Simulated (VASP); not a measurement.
Here is a VASP 6.6.1 calculation.

File INCAR:

```
ALGO     = Normal         # electronic algorithm
EDIFF    = 1E-6           # SCF threshold, eV
ENCUT    = 520            # plane-wave cutoff, eV
GGA      = RE             # functional
ISIF     = 2              # what is computed and relaxed
ISMEAR   = -1             # smearing method
LASPH    = True           # aspherical terms in the spheres
LCHARG   = False          # write CHGCAR
LREAL    = False          # projectors in reciprocal space
LWAVE    = False          # write WAVECAR
NBANDS   = 21             # bands
NELM     = 80             # most SCF steps
PREC     = Accurate       # precision mode
SIGMA    = 0.1            # smearing width, eV
```

The input KPOINTS:

```
k-points
0
Gamma
  10 10 10
```

Contents of POSCAR:

```
Ru
1.0
    0.0000000000      2.7391580688      2.7391580688
    2.7391580688      0.0000000000      2.7391580688
    2.7391580688      2.7391580688      0.0000000000
Ru
2
Direct
    0.1250000000      0.1250000000      0.1250000000
    0.8750000000      0.8750000000      0.8750000000
```

Potentials or basis: VASP PAW PBE potentials, release 64 (Ru_pv).

The run is started by

```bash
$ cat potpaw_PBE.64/Ru_pv/POTCAR > POTCAR
$ mpirun -np 1 vasp_std > vasp.out
```

(1) Predict the pressure.

(2) What does it give for the band gap on the k mesh?

Results:

(1) 0.3 GPa.

(2) zero (band 14 reaches 7.40 eV, above the bottom of band 15 at 6.45 eV).

Caveat: the PAW data sets were made with another functional, which shifts forces and pressure a little.
